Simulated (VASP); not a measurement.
H16CO7, 24 atoms in the cell. The cell holds a disordered packing, 24 atoms: a = 6.274 Å, b = 6.274 Å, c = 6.274 Å, α = 90.00°, β = 90.00°, γ = 90.00°. 

| Property | Result |
| --- | --- |
| Program | VASP 6.6.1 |
| Task | single point |
| Functional | PBE |
| Dispersion | D3(BJ) |
| Potentials or basis | VASP PAW PBE potentials, release 64 (O, H, C) |
| Cutoff | 520 eV |
| k mesh | 1 × 1 × 1 |
| Occupations | fermi-dirac, width 0.05 eV |
| Spin | no spin polarisation |
| Dipole correction | no |
| Further INCAR settings | LREAL = Auto; ALGO = Normal; EDIFF = 1e-06; NBANDS = 49 |

Potentials or basis: VASP PAW PBE potentials, release 64 (O, H, C).

Run with:

```console
$ cat potpaw_PBE.64/O/POTCAR potpaw_PBE.64/H/POTCAR potpaw_PBE.64/C/POTCAR > POTCAR
$ mpirun -np 1 vasp_gam > vasp.out
```

Hardware: 1 thread of Intel(R) Xeon(R) Platinum 8559C (Emerald Rapids) (shared host).

Task: Estimate the wall time of this run.

Result: It took 16 s on 1 thread of Intel(R) Xeon(R) Platinum 8559C (Emerald Rapids), with other jobs on the host, peak memory 0.3 GiB. Counts: scf iterations 15, k points 1.
